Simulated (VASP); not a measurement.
# Li (P6_3/mmc) in VASP: single point with r2SCAN

Aim: the single point of Li with r2SCAN.

All numbers are computed with VASP 6.6.1; they aren't measurements. Logs are shortened: lines on timing, memory, paths and dates and some standing lists are left out, and cuts for length are marked.

**1. The cell of the first run**

It takes space group P6_3/mmc (No. 194, hexagonal). The conventional cell has a = 3.092 Å, b = 3.092 Å, c = 10.137 Å, α = 90.00°, β = 90.00°, γ = 120.00°. Li (site symmetry -3m) has 12 Li at 3.09 to 3.10 Å within 4.1 Å. Li (site symmetry -6m2) has 12 Li at 3.09 to 3.10 Å within 4.1 Å.

This isn't the form of Li at room conditions, which is bcc.

**2. Single point, r2SCAN**

POSCAR reads:

```
Li
1.0
    3.0922190531      0.0000000000      0.0000000000
   -1.5461095266      2.6779402541      0.0000000000
    0.0000000000      0.0000000000     10.1365289466
Li
4
Direct
    0.0000000000      0.0000000000      0.0000000000
    0.3333333333      0.6666666667      0.2500000000
    0.0000000000      0.0000000000      0.5000000000
    0.6666666667      0.3333333333      0.7500000000
```

INCAR.step1 reads:

```
SYSTEM = Li
ALGO = Normal ; EDIFF = 1E-4
ENCUT = 520 ; GGA = PE
ISMEAR = 0 ; LASPH = .TRUE.
LCHARG = .FALSE. ; LREAL = .FALSE.
LWAVE = .TRUE. ; NBANDS = 14
NELM = 60 ; PREC = Accurate
SIGMA = 0.1
```

INCAR.step2 reads:

```
SYSTEM = Li
ALGO = Normal ; EDIFF = 1E-6
ENCUT = 520 ; ISIF = 2
ISMEAR = 0 ; ISTART = 1
LASPH = .TRUE. ; LCHARG = .FALSE.
LMIXTAU = .TRUE. ; LREAL = .FALSE.
LWAVE = .FALSE. ; METAGGA = R2SCAN
NBANDS = 14 ; NELM = 60
PREC = Accurate ; SIGMA = 0.1
```

KPOINTS reads:

```
k-points
0
G
  18 18 6
  0 0 0
```

Potentials or basis: VASP PAW PBE potentials, release 64 (Li_sv).

Started as:

```
> cat potpaw_PBE.64/Li_sv/POTCAR > POTCAR
> cp INCAR.step1 INCAR
> mpirun -np 1 vasp_std > vasp.out
> cp INCAR.step2 INCAR
> mpirun -np 1 vasp_std > vasp.out
```

OUTCAR:

```text
SYSTEM = Li
   EDIFF = 1E-6
   ENCUT = 520
   ISIF = 2
   ISMEAR = 0
   ISTART = 1
   LASPH = .TRUE.
   LREAL = .FALSE.
   METAGGA = R2SCAN
   NELM = 60
   PREC = Accurate

 ion  position               nearest neighbor table
   1  0.000  0.000  0.000-
   2  0.333  0.667  0.250-
   3  0.000  0.000  0.500-
   4  0.667  0.333  0.750-

  LATTYP: Found a hexagonal cell.
 ALAT       =     3.0922190531
 C/A-ratio  =     3.2780759618

  Lattice vectors:

 A1 = (   3.0922190531,   0.0000000000,   0.0000000000)
 A2 = (  -1.5461095266,   2.6779402541,   0.0000000000)
 A3 = (   0.0000000000,   0.0000000000,  10.1365289466)

Analysis of symmetry for initial positions (statically):
=====================================================================
 Subroutine PRICEL returns:
 Original cell was already a primitive cell.

 Routine SETGRP: Setting up the symmetry group for a
 hexagonal supercell.

 Subroutine GETGRP returns: Found 24 space group operations
 (whereof 12 operations were pure point group operations)
 out of a pool of 24 trial point group operations.

The static configuration has the point symmetry D_3d.
 The point group associated with its full space group is D_6h.

Analysis of symmetry for dynamics (positions and initial velocities):
=====================================================================
 Subroutine PRICEL returns:
 Original cell was already a primitive cell.

 Routine SETGRP: Setting up the symmetry group for a
 hexagonal supercell.

 Subroutine GETGRP returns: Found 24 space group operations
 (whereof 12 operations were pure point group operations)
 out of a pool of 24 trial point group operations.

The dynamic configuration has the point symmetry D_3d.
 The point group associated with its full space group is D_6h.

 Subroutine INISYM returns: Found 24 space group operations
 (whereof 12 operations are pure point group operations),
 and found     1 'primitive' translations

----------------------------------------------------------------------------------------

                                     Primitive cell

  volume of cell :      83.9383

  direct lattice vectors                    reciprocal lattice vectors
     3.092219053  0.000000000  0.000000000     0.323392354  0.186710663  0.000000000
    -1.546109527  2.677940254  0.000000000     0.000000000  0.373421326  0.000000000
     0.000000000  0.000000000 10.136528947     0.000000000  0.000000000  0.098653100

  length of vectors
     3.092219053  3.092219053 10.136528947     0.373421326  0.373421326  0.098653100

  position of ions in fractional coordinates (direct lattice)
     0.000000000  0.000000000  0.000000000
     0.333333333  0.666666667  0.250000000
     0.000000000  0.000000000  0.500000000
     0.666666667  0.333333333  0.750000000

  ion indices of the primitive-cell ions
   primitive index   ion index
                 1           1
                 2           2
                 3           3
                 4           4

----------------------------------------------------------------------------------------

 KPOINTS: k-points

Automatic generation of k-mesh.
 Grid dimensions read from file:
 generate k-points for:   18   18    6

 Generating k-lattice:

  Cartesian coordinates                     Fractional coordinates (reciprocal lattice)
     0.017966242  0.010372815  0.000000000     0.055555556  0.000000000  0.000000000
     0.000000000  0.020745629  0.000000000     0.000000000  0.055555556  0.000000000
     0.000000000  0.000000000  0.016442183     0.000000000  0.000000000  0.166666667

  Length of vectors
     0.020745629  0.020745629  0.016442183

  Shift w.r.t. Gamma in fractional coordinates (k-lattice)
     0.000000000  0.000000000  0.000000000

 Subroutine IBZKPT returns following result:
 ===========================================

 Found    148 irreducible k-points:

 Following reciprocal coordinates:
            Coordinates               Weight
  0.000000  0.000000  0.000000      1.000000
  0.055556  0.000000  0.000000      6.000000
  0.111111  0.000000  0.000000      6.000000
  0.166667  0.000000  0.000000      6.000000
  0.222222  0.000000  0.000000      6.000000
  0.277778  0.000000  0.000000      6.000000
[... 16 lines left out ...]
  0.333333  0.111111  0.000000     12.000000
  0.388889  0.111111  0.000000     12.000000
 [... further k-points ...]
   k-points           NKPTS =    148   k-points in BZ     NKDIM =    148   number of bands    NBANDS=     14
   number of dos      NEDOS =    301   number of ions     NIONS =      4
   total plane-waves  NPLWV =  46080
   dimension x,y,z NGX =    24 NGY =   24 NGZ =   80
   dimension x,y,z NGXF=    48 NGYF=   48 NGZF=  160
   ions per type =               4
   NGX,Y,Z   is equivalent  to a cutoff of  12.90, 12.90, 13.12 a.u.
   NGXF,Y,Z  is equivalent  to a cutoff of  25.81, 25.81, 26.24 a.u.
 SYSTEM =  Li
   PREC   = accura    normal or accurate (medium, high low for compatibility)
   ISTART =      1    job   : 0-new  1-cont  2-samecut
   ICHARG =      0    charge: 1-file 2-atom 10-const
   ISPIN  =      1    spin polarized calculation?
   LNONCOLLINEAR =      F non collinear calculations
   LSORBIT =      F    spin-orbit coupling
   LASPH  =      T    aspherical Exc in radial PAW
   ENCUT  =  520.0 eV  38.22 Ry    6.18 a.u.   5.75  5.75 18.85*2*pi/ulx,y,z
   NELM   =     60;   NELMIN=  2; NELMDL=  0     # of ELM steps
   EDIFF  = 0.1E-05   stopping-criterion for ELM
   LREAL  =      F    real-space projection
   EDIFFG = 0.1E-04   stopping-criterion for IOM
   NSW    =      0    number of steps for IOM
   IBRION =     -1    ionic relax: 0-MD 1-quasi-New 2-CG
   NFREE  =      0    steps in history (QN), initial steepest desc. (CG)
   ISIF   =      2    stress and relaxation
   ISYM   =      2    0-nonsym 1-usesym 2-fastsym
   POTIM  = 0.5000    time-step for ionic-motion
   TEBEG  =    0.0;   TEEND  =   0.0 temperature during run
   PSTRESS=    0.0 pullay stress
   NELECT =      12.0000    total number of electrons
   NUPDOWN=      -1.0000    fix difference up-down
   EMIN   =  10.00;   EMAX   =-10.00  energy-range for DOS
   EFERMI =   0.00;   METHOD = LEGACY
   ISMEAR =     0;   SIGMA  =   0.10  broadening in eV -4-tet -1-fermi 0-gaus
   EFERMI_NEDOS =   21; number of points for ismear=-14 and -15
   IALGO  =     38    algorithm
   IMIX   =      4    mixing-type and parameters
     AMIX     =   0.40;   BMIX     =  1.00
     AMIX_MAG =   1.60;   BMIX_MAG =  1.00
  volume/ion in A,a.u.               =      20.98       141.61
  Fermi-wavevector in a.u.,A,eV,Ry     =   0.856016  1.617635  9.969846  0.732763
  Thomas-Fermi vector in A             =   1.972853
   LORBIT       =      0    0 simple, 1 ext, 2 COOP (PROOUT), +10 PAW based schemes
   METAGGA = R2SCAN    functional components
   LHFCALC =     F    Hartree Fock is set to
   AEXX    =    0.0000 exact exchange contribution
   IVDW    =     0    specifies the selected vdW correction
   LEPSILON=     F    determine dielectric tensor
   LRPA    =     F    only Hartree local field effects (RPA)
 non-spin polarized calculation
 Gauss-broadening in eV      SIGMA  =   0.10
  energy-cutoff  :      520.00
  volume of cell :       83.94
 maximum number of plane-waves:      2284
 NGX is ok and might be reduce to    24
   NGX = 11   NGY = 11   NGZ = 37

 number of electron      11.9999980 magnetization

 Free energy of the ion-electron system (eV)
  ---------------------------------------------------
  ext. energy  EPLUGINS =         0.00000000
  ---------------------------------------------------
  free energy    TOTEN  =        -9.54331736 eV

  energy without entropy =       -9.53464004  energy(sigma->0) =       -9.53897870

 E-fermi :   0.5318     XC(G=0):  -7.3601

 val. band max:        0.5270488378   @ k =   0.5000   0.0000   0.1667
 cond. band min:       0.5792604873   @ k =   0.3333   0.0556   0.1667
 fundamental gap:      0.0522116495
 Fermi energy:         0.5318488768

 k-point     1 :       0.0000    0.0000    0.0000
  band No.  band energies     occupation
      1     -47.5997      2.00000
      2     -47.5943      2.00000
      3     -47.5879      2.00000
      4     -47.5822      2.00000
      5      -3.2780      2.00000
      6      -2.0886      2.00000
      7      -2.0863      2.00000
      8       0.5230      1.09999
      9       3.5561      0.00000
     10       8.9372      0.00000
     11       8.9430      0.00000
     12      14.1586      0.00000
     13      14.1596      0.00000
     14      14.7431      0.00000

 k-point     2 :       0.0556    0.0000    0.0000
  band No.  band energies     occupation
      1     -47.5993      2.00000
      2     -47.5940      2.00000
      3     -47.5875      2.00000
      4     -47.5820      2.00000
      5      -3.2252      2.00000
      6      -2.0344      2.00000
      7      -2.0320      2.00000
      8       0.5913      0.40072
      9       3.5782      0.00000
     10       8.9638      0.00000
     11       8.9723      0.00000
     12      13.4176      0.00000
     13      13.6079      0.00000
     14      14.4920      0.00000

 k-point     3 :       0.1111    0.0000    0.0000
  band No.  band energies     occupation
      1     -47.5981      2.00000
      2     -47.5930      2.00000
      3     -47.5866      2.00000
      4     -47.5814      2.00000
      5      -3.0667      2.00000
      6      -1.8719      2.00000
      7      -1.8696      2.00000
      8       0.7965      0.00018
      9       3.6430      0.00000
     10       9.0246      0.00000
     11       9.0495      0.00000
     12      12.0556      0.00000
     13      12.7762      0.00000
     14      13.2384      0.00000

 k-point     4 :       0.1667    0.0000    0.0000
  band No.  band energies     occupation
      1     -47.5961      2.00000
      2     -47.5914      2.00000
      3     -47.5851      2.00000
      4     -47.5804      2.00000
      5      -2.8023      2.00000
      6      -1.6021      2.00000
      7      -1.5997      2.00000
      8       1.1383      0.00000
      9       3.7407      0.00000
     10       8.9893      0.00000
     11       9.1170      0.00000
     12      10.7385      0.00000
     13      11.6264      0.00000
     14      11.8698      0.00000

 k-point     5 :       0.2222    0.0000    0.0000
  band No.  band energies     occupation
      1     -47.5937      2.00000
      2     -47.5896      2.00000
      3     -47.5832      2.00000
      4     -47.5792      2.00000
      5      -2.4320      2.00000
      6      -1.2274      2.00000
      7      -1.2249      2.00000
      8       1.6159      0.00000
      9       3.8408      0.00000
     10       8.3424      0.00000
     11       8.8912      0.00000
[... 276 lines left out ...]
 k-point    22 :       0.2778    0.1111    0.0000
  band No.  band energies     occupation
      1     -47.5877      2.00000
      2     -47.5854      2.00000
      3     -47.5790      2.00000
      4     -47.5768      2.00000
      5      -1.2165      2.00000
      6      -0.0282      2.00000
      7      -0.0223      2.00000
      8       3.1702      0.00000
      9       3.7971      0.00000
     10       6.2381      0.00000
     11       6.7780      0.00000
     12       7.0647      0.00000
     13       8.7111      0.00000
     14       9.6722      0.00000

 k-point    23 :       0.3333    0.1111    0.0000
  band No.  band energies     occupation
      1     -47.5855      2.00000
      2     -47.5840      2.00000
      3     -47.5776      2.00000
      4     -47.5761      2.00000
      5      -0.5434      2.00000
      6       0.5910      0.40308
      7       0.6055      0.29730
      8       3.2149      0.00000
      9       4.0115      0.00000
     10       5.3627      0.00000
     11       5.6279      0.00000
     12       6.5130      0.00000
     13       8.1502      0.00000
     14       9.0046      0.00000

 k-point    24 :       0.3889    0.1111    0.0000
  band No.  band energies     occupation
      1     -47.5841      2.00000
      2     -47.5831      2.00000
      3     -47.5767      2.00000
      4     -47.5758      2.00000
      5       0.1888      2.00000
      6       1.1439      0.00000
      7       1.2062      0.00000
      8       2.4416      0.00000
      9       4.4376      0.00000
     10       4.4993      0.00000
     11       5.2522      0.00000
     12       6.6383      0.00000
     13       7.5950      0.00000
     14       7.6397      0.00000

 [... further k-points ...]

------------------------ aborting loop because EDIFF is reached ----------------------------------------

  FORCE on cell =-STRESS in cart. coord.  units (eV):
  Direction    XX          YY          ZZ          XY          YZ          ZX
  --------------------------------------------------------------------------------------
  -------------------------------------------------------------------------------------
  Total        0.0038080      0.0038080     -0.0647794     -0.0000000     -0.0000000     -0.0000000
  in kB        0.0726846      0.0726846     -1.2364792     -0.0000000     -0.0000000     -0.0000000
  external PRESSURE =      -0.3637034 kB  Pullay stress =       0.0000000 kB

 VOLUME and BASIS-vectors are now :
 -----------------------------------------------------------------------------
  energy-cutoff  :      520.00
  volume of cell :       83.94
      direct lattice vectors                 reciprocal lattice vectors
     3.092219053  0.000000000  0.000000000     0.323392354  0.186710663  0.000000000
    -1.546109527  2.677940254  0.000000000     0.000000000  0.373421326  0.000000000
     0.000000000  0.000000000 10.136528947     0.000000000  0.000000000  0.098653100

 POSITION                                       TOTAL-FORCE (eV/Angst)
 -----------------------------------------------------------------------------------
      0.00000      0.00000      0.00000        -0.000000      0.000000      0.000000
     -0.00000      1.78529      2.53413         0.000000      0.000000      0.000000
      0.00000      0.00000      5.06826        -0.000000      0.000000      0.000000
      1.54611      0.89265      7.60240        -0.000000     -0.000000      0.000000
 -----------------------------------------------------------------------------------
    total drift:                               -0.000000      0.000000     -0.000000

  FREE ENERGIE OF THE ION-ELECTRON SYSTEM (eV)
  ---------------------------------------------------
  free  energy   TOTEN  =        -9.5433173631 eV

  energy  without entropy=       -9.5346400375  energy(sigma->0) =       -9.53897870
```

Run time: 11 min. Hardware: 1 thread of Intel Xeon Platinum 8488C (Sapphire Rapids), shared host; peak memory 0.28 GiB.

Results:

| Quantity | Value |
| --- | --- |
| Free energy | -9.5433 eV |
| Band gap on the k mesh | zero (bands 6 and 7 overlap by 4.30 eV) |

Levels at points of the mesh, in eV from the Fermi level:
```tsv
k point	band 2	band 3	band 4	band 5	band 6	band 7	band 8	band 9	band 10	band 11
(0.00, 0.00, 0.00)	-48.13	-48.12	-48.11	-3.81	-2.62	-2.62	-0.01	3.02	8.41	8.41
(0.50, 0.00, 0.00)	-48.11	-48.11	-48.11	-0.03	0.54	0.77	1.37	3.50	3.58	5.27
(0.00, 0.00, 0.50)	-48.13	-48.12	-48.12	-3.51	-3.51	-1.19	-1.19	4.91	4.91	12.55
(0.50, 0.00, 0.50)	-48.12	-48.11	-48.11	0.17	0.17	1.13	1.13	3.88	3.88	4.78
```

Caveat: the cutoff is under 1.25 times the usual one of these potentials, so pressure, stress and relaxed cells hold a basis-set (Pulay) error; the PAW data sets were made with another functional, which shifts forces and pressure a little.

The gap in the log of VASP goes by the Fermi energy; the results here count the filled bands.